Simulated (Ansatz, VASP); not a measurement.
## Two plane-wave programs on Li2S

File POSCAR:

```
Li2S
1.0
    0.0000000000      2.8540000000      2.8540000000
    2.8540000000      0.0000000000      2.8540000000
    2.8540000000      2.8540000000      0.0000000000
Li S
2 1
Direct
    0.2500000000      0.2500000000      0.2500000000
    0.7500000000      0.7500000000      0.7500000000
    0.0000000000      0.0000000000      0.0000000000
```

Contents of INCAR.step1:

```
PREC = Accurate ; ENCUT = 830
ISMEAR = 0 ; SIGMA = 0.05
LREAL = F ; LASPH = T
NELM = 120 ; NBANDS = 13
GGA = PE ; ALGO = Normal
EDIFF = 1E-5 ; LWAVE = T
LCHARG = F ; GGA_COMPAT = F
```

INCAR.step2

```
PREC = Accurate ; ENCUT = 830
EDIFF = 1E-6 ; ISMEAR = 0
SIGMA = 0.05 ; LREAL = F
LASPH = T ; NELM = 120
ALGO = Normal ; ISIF = 2
LWAVE = F ; LCHARG = F
METAGGA = R2SCAN ; LMIXTAU = T
NBANDS = 13 ; ISTART = 1
GGA_COMPAT = F
```

KPOINTS

```
regular mesh
0
Gamma
  8 8 8
```

Input for Ansatz:

```yaml
crystal:
  lattice:
    - [0.0, 2.854, 2.854]
    - [2.854, 0.0, 2.854]
    - [2.854, 2.854, 0.0]
  atoms:
    - { symbol: Li, position: [0.25, 0.25, 0.25] }
    - { symbol: Li, position: [0.75, 0.75, 0.75] }
    - { symbol: S, position: [0.0, 0.0, 0.0] }
basis:
  ecutwfc: 500
kpoints:
  mp_grid: { grid: [8, 8, 8] }
hamiltonian:
  xc: r2scan
scf:
  occupations: { method: gaussian, width: 0.05 }
output:
  forces: true
  stress: true
  eigenvalues: true
```

Alike in both runs: task single point; functional r2SCAN; k mesh 8 × 8 × 8; occupations gaussian, width 0.05 eV; no spin polarisation.

|  | VASP | Ansatz |
| --- | --- | --- |
| version | VASP 6.6.1 | Ansatz 0.2.0 |
| potentials or method | VASP PAW PBE potentials, release 64 (Li_sv, S), cutoff 830 eV | scalar-relativistic, plane waves, PAW |
| valence electrons in the cell | 12 | 12 |

VASP gave:

- gap on the k mesh at the Fermi level (eV): 3.86
- least direct gap on the mesh (eV): 5.00
- pressure (GPa): -0.6

Task: Estimate Ansatz's values.

Result: gap on the k mesh at the Fermi level (eV): 3.88; least direct gap on the mesh (eV): 4.91; pressure (GPa): -0.4.

VASP's potentials were made for PBE, not for r2SCAN. The functional is the same, so the differences come from potentials, cutoffs and numerics.
